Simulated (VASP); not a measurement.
A run of VASP 6.6.1 is set up as follows.

INCAR

```
PREC = Accurate ; ENCUT = 600
EDIFF = 1E-7 ; ISMEAR = -1
SIGMA = 0.05 ; LREAL = F
LASPH = T ; NELM = 100
ALGO = Normal ; ISIF = 3
LWAVE = F ; LCHARG = F
GGA = PE ; IBRION = 2
NSW = 32 ; EDIFFG = -0.005
PSTRESS = 660.0
```

Contents of KPOINTS:

```
Automatic mesh
0
Gamma
  8 8 11
```

Contents of POSCAR:

```
In
1.0
    4.5861704618      0.0000000000      0.0000000000
   -2.2930852309      3.9717401260      0.0000000000
    0.0000000000      0.0000000000      2.7545394986
In
3
Direct
    0.0000000000      0.0000000000      0.0000000000
    0.3333333333      0.6666666667      0.5000000000
    0.6666666667      0.3333333333      0.5000000000
```

Potentials or basis: VASP PAW PBE potentials, release 64 (In_d).

Command:

```bash
$ cat potpaw_PBE.64/In_d/POTCAR > POTCAR
$ mpirun -np 1 vasp_std > vasp.out
```

Q: Predict the space group after relaxing (to 0.05 Å).

A: P6/mmm (No. 191).

Q: What does it give for the relaxed volume?

A: 16.73 Å³/atom.

Q: What does it give for the relaxed cell?

A: a = 4.587 Å, b = 4.587 Å, c = 2.755 Å, α = 90.00°, β = 90.00°, γ = 120.00°.

Final structure:
```
In
1.0
     4.58707    0.00000    0.00000
    -2.29354    3.97252    0.00000
     0.00000    0.00000    2.75509
In
3
Direct
  0.00000 0.00000 0.00000
  0.33333 0.66667 0.50000
  0.66667 0.33333 0.50000
```

Caveat: the cell is relaxed towards a set pressure, so the enthalpy falls and the energy may rise.
